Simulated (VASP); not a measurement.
# Si2Mo (I4/mmm) in VASP: further runs

The runs below take Si2Mo through single point, relaxation of shape and atoms at fixed volume, with PBE, r2SCAN.

Program: VASP 6.6.1. These are calculated values, not measurements. Logs are shortened: lines on timing, memory, paths and dates and some standing lists are left out, and cuts for length are marked.

## Step 1: The cell of the first run

The structure is tetragonal, space group I4/mmm (No. 139). Conventional cell: a = 3.217 Å, b = 3.217 Å, c = 7.873 Å, α = 90.00°, β = 90.00°, γ = 90.00°. Si (site symmetry 4mm) has 9 Si at 2.60 to 3.22 Å and 5 Mo at 2.62 to 2.64 Å within 3.4 Å. Mo (site symmetry 4/mmm) has 10 Si at 2.62 to 2.64 Å and 4 Mo at 3.22 Å within 3.5 Å.

## Step 2: Single point, PBE

File INCAR:

```
ALGO = Normal
EDIFF = 1E-6
ENCUT = 520
GGA = PE
ISIF = 2
ISMEAR = 0
LASPH = T
LCHARG = T
LELF = T
LREAL = F
LVHAR = T
LWAVE = F
NBANDS = 18
NELM = 60
PREC = Accurate
SIGMA = 0.15
```

File KPOINTS:

```
k-points
0
Gamma
  20 20 20
```

File POSCAR:

```
Si2Mo
1.0
   -1.6084236970      1.6084236970      3.9365099589
    1.6084236970     -1.6084236970      3.9365099589
    1.6084236970      1.6084236970     -3.9365099589
Si Mo
2 1
Direct
    0.3350991346      0.3350991346      0.0000000000
    0.6649008654      0.6649008654      0.0000000000
    0.0000000000      0.0000000000      0.0000000000
```

Potentials or basis: VASP PAW PBE potentials, release 64 (Si, Mo_sv).

Launch:

```sh
$ cat potpaw_PBE.64/Si/POTCAR potpaw_PBE.64/Mo_sv/POTCAR > POTCAR
$ mpirun -np 1 vasp_std > vasp.out
```

OUTCAR:

```text
EDIFF = 1E-6
   ENCUT = 520
   GGA = PE
   ISIF = 2
   ISMEAR = 0
   LASPH = T
   LREAL = F
   NELM = 60
   PREC = Accurate

 ion  position               nearest neighbor table
   1  0.335  0.335  0.000-   2 2.60   3 2.62   3 2.62   3 2.62   3 2.62   3 2.64   2 2.64   2 2.64
                             2 2.64   2 2.64
   2  0.665  0.665  0.000-   1 2.60   3 2.62   3 2.62   3 2.62   3 2.62   3 2.64   1 2.64   1 2.64
                             1 2.64   1 2.64
   3  0.000  0.000  0.000-   2 2.62   1 2.62   2 2.62   1 2.62   2 2.62   1 2.62   1 2.62   2 2.62
                             1 2.64   2 2.64

  LATTYP: Found a body centered tetragonal cell.
 ALAT       =     3.2168473940
 C/A-ratio  =     2.4474334507

  Lattice vectors:

 A1 = (  -1.6084236970,   1.6084236970,   3.9365099589)
 A2 = (   1.6084236970,  -1.6084236970,   3.9365099589)
 A3 = (   1.6084236970,   1.6084236970,  -3.9365099589)

Analysis of symmetry for initial positions (statically):
=====================================================================
 Subroutine PRICEL returns:
 Original cell was already a primitive cell.

 Routine SETGRP: Setting up the symmetry group for a
 body centered tetragonal supercell.

 Subroutine GETGRP returns: Found 16 space group operations
 (whereof 16 operations were pure point group operations)
 out of a pool of 16 trial point group operations.

The static configuration has the point symmetry D_4h.

Analysis of symmetry for dynamics (positions and initial velocities):
=====================================================================
 Subroutine PRICEL returns:
 Original cell was already a primitive cell.

 Routine SETGRP: Setting up the symmetry group for a
 body centered tetragonal supercell.

 Subroutine GETGRP returns: Found 16 space group operations
 (whereof 16 operations were pure point group operations)
 out of a pool of 16 trial point group operations.

The dynamic configuration has the point symmetry D_4h.

 Subroutine INISYM returns: Found 16 space group operations
 (whereof 16 operations are pure point group operations),
 and found     1 'primitive' translations

----------------------------------------------------------------------------------------

                                     Primitive cell

  volume of cell :      40.7354

[... 88 lines left out ...]
   ENCUT  =  520.0 eV  38.22 Ry    6.18 a.u.   8.45  8.45  8.45*2*pi/ulx,y,z
   NELM   =     60;   NELMIN=  2; NELMDL= -5     # of ELM steps
   EDIFF  = 0.1E-05   stopping-criterion for ELM
   LREAL  =      F    real-space projection
   EDIFFG = 0.1E-04   stopping-criterion for IOM
   NSW    =      0    number of steps for IOM
   IBRION =     -1    ionic relax: 0-MD 1-quasi-New 2-CG
   NFREE  =      0    steps in history (QN), initial steepest desc. (CG)
   ISIF   =      2    stress and relaxation
   ISYM   =      2    0-nonsym 1-usesym 2-fastsym
   POTIM  = 0.5000    time-step for ionic-motion
   TEBEG  =    0.0;   TEEND  =   0.0 temperature during run
   PSTRESS=    0.0 pullay stress
   NELECT =      22.0000    total number of electrons
   NUPDOWN=      -1.0000    fix difference up-down
   EMIN   =  10.00;   EMAX   =-10.00  energy-range for DOS
   EFERMI =   0.00;   METHOD = LEGACY
   ISMEAR =     0;   SIGMA  =   0.15  broadening in eV -4-tet -1-fermi 0-gaus
   EFERMI_NEDOS =   21; number of points for ismear=-14 and -15
   IALGO  =     38    algorithm
   IMIX   =      4    mixing-type and parameters
     AMIX     =   0.40;   BMIX     =  1.00
     AMIX_MAG =   1.60;   BMIX_MAG =  1.00
  volume/ion in A,a.u.               =      13.58        91.63
  Fermi-wavevector in a.u.,A,eV,Ry     =   1.333189  2.519361 24.182889  1.777392
  Thomas-Fermi vector in A             =   2.462066
   LORBIT       =      0    0 simple, 1 ext, 2 COOP (PROOUT), +10 PAW based schemes
   GGA     = PE    functional components
   LHFCALC =     F    Hartree Fock is set to
   AEXX    =    0.0000 exact exchange contribution
   IVDW    =     0    specifies the selected vdW correction
   LEPSILON=     F    determine dielectric tensor
   LRPA    =     F    only Hartree local field effects (RPA)
 non-spin polarized calculation
 Gauss-broadening in eV      SIGMA  =   0.15
  energy-cutoff  :      520.00
  volume of cell :       40.74
 maximum number of plane-waves:      1134
 NGX is ok and might be reduce to    36
   NGX = 17   NGY = 17   NGZ = 17

 number of electron      22.0000000 magnetization

 Free energy of the ion-electron system (eV)
  ---------------------------------------------------
  ext. energy  EPLUGINS =         0.00000000
  ---------------------------------------------------
  free energy    TOTEN  =       -23.26298319 eV

  energy without entropy =      -23.26034729  energy(sigma->0) =      -23.26166524

 E-fermi :  12.0641     XC(G=0): -12.3692

 val. band max:       12.0407015519   @ k =  -0.4500  -0.4500   0.3000
 cond. band min:      12.0753123678   @ k =  -0.4500   0.4500   0.3500
 fundamental gap:      0.0346108158
 Fermi energy:        12.0641058012

 k-point     1 :       0.0000    0.0000    0.0000
  band No.  band energies     occupation
      1     -48.6631      2.00000
      2     -22.8047      2.00000
      3     -22.7374      2.00000
      4     -22.7374      2.00000
      5      -1.2494      2.00000
      6       5.7650      2.00000
[... 481 lines left out ...]
      5       0.7650      2.00000
      6       4.5584      2.00000
[... 10 lines left out ...]
     17      19.0657      0.00000
     18      20.7270      0.00000

 [... further k-points ...]

------------------------ aborting loop because EDIFF is reached ----------------------------------------

  FORCE on cell =-STRESS in cart. coord.  units (eV):
  Direction    XX          YY          ZZ          XY          YZ          ZX
  --------------------------------------------------------------------------------------
  -------------------------------------------------------------------------------------
  Total        0.0465928      0.0465928      0.0387968      0.0000000     -0.0000000     -0.0000000
  in kB        1.8325567      1.8325567      1.5259277      0.0000000     -0.0000000     -0.0000000
  external PRESSURE =       1.7303470 kB  Pullay stress =       0.0000000 kB

 VOLUME and BASIS-vectors are now :
 -----------------------------------------------------------------------------
  energy-cutoff  :      520.00
  volume of cell :       40.74
      direct lattice vectors                 reciprocal lattice vectors
    -1.608423697  1.608423697  3.936509959     0.000000000  0.310863363  0.127016064
     1.608423697 -1.608423697  3.936509959     0.310863363  0.000000000  0.127016064
     1.608423697  1.608423697 -3.936509959     0.310863363  0.310863363  0.000000000

 POSITION                                       TOTAL-FORCE (eV/Angst)
 -----------------------------------------------------------------------------------
      0.00000      0.00000      2.63824         0.000000      0.000000     -0.002271
      0.00000      0.00000      5.23478         0.000000      0.000000      0.002271
      0.00000      0.00000      0.00000        -0.000000     -0.000000     -0.000000
 -----------------------------------------------------------------------------------
    total drift:                               -0.000000      0.000000     -0.000000

  FREE ENERGIE OF THE ION-ELECTRON SYSTEM (eV)
  ---------------------------------------------------
  free  energy   TOTEN  =       -23.2629831875 eV

  energy  without entropy=      -23.2603472906  energy(sigma->0) =      -23.26166524
```

OSZICAR:

```text
N       E                     dE             d eps       ncg     rms          rms(c)
DAV:   1     0.119694112842E+03    0.11969E+03   -0.11287E+04 23116   0.116E+03
DAV:   2    -0.210932913524E+02   -0.14079E+03   -0.13801E+03 27422   0.297E+02
DAV:   3    -0.241600951191E+02   -0.30668E+01   -0.30359E+01 28634   0.389E+01
DAV:   4    -0.241780869535E+02   -0.17992E-01   -0.17973E-01 27090   0.321E+00
DAV:   5    -0.241782083310E+02   -0.12138E-03   -0.12137E-03 27258   0.281E-01    0.209E+01
DAV:   6    -0.234303320272E+02    0.74788E+00   -0.59701E+00 24244   0.157E+01    0.451E+00
DAV:   7    -0.232984139326E+02    0.13192E+00   -0.93101E-01 23984   0.575E+00    0.434E+00
DAV:   8    -0.232637470837E+02    0.34667E-01   -0.10103E-01 25004   0.234E+00    0.453E-01
DAV:   9    -0.232630425290E+02    0.70455E-03   -0.20395E-03 27806   0.361E-01    0.254E-01
DAV:  10    -0.232629997819E+02    0.42747E-04   -0.54861E-04 25632   0.196E-01    0.532E-02
DAV:  11    -0.232629867157E+02    0.13066E-04   -0.18443E-04 25142   0.101E-01    0.423E-02
DAV:  12    -0.232629837561E+02    0.29596E-05   -0.26181E-05 24600   0.359E-02    0.839E-03
DAV:  13    -0.232629831875E+02    0.56860E-06   -0.11644E-06 13396   0.918E-03
   1 F= -.23262983E+02 E0= -.23261665E+02  d E =-.263590E-02
```

Wall time 4.9 min (1 thread of Intel Xeon Platinum 8488C (Sapphire Rapids), shared host); peak memory 0.56 GiB.

Results:

```
Free energy            : -23.2630 eV
Pressure               : 0.2 GPa
Band gap on the k mesh : zero (bands 11 and 12 overlap by 0.95 eV)
```

Forces in eV/Å, atoms in the order of the input:
```
Si   0.000  0.000 -0.002
Si   0.000  0.000  0.002
Mo   0.000  0.000  0.000
```

Levels at points of the mesh, in eV from the Fermi level:
| k point | band 8 | band 9 | band 10 | band 11 | band 12 | band 13 | band 14 | band 15 |
| --- | --- | --- | --- | --- | --- | --- | --- | --- |
| (0.00, 0.00, 0.00) | -2.98 | -2.58 | -2.58 | 0.37 | 3.08 | 3.25 | 3.48 | 3.48 |
| (0.50, 0.00, 0.00) | -4.45 | -2.54 | -2.52 | -0.48 | 2.22 | 3.08 | 3.98 | 4.18 |
| (0.50, 0.50, 0.00) | -5.20 | -4.38 | -2.99 | -1.21 | 2.27 | 2.68 | 3.11 | 3.32 |
| (0.50, 0.50, 0.50) | -2.14 | -0.56 | -0.56 | -0.48 | -0.48 | 0.50 | 4.70 | 4.99 |

[end of part 1 of 3]
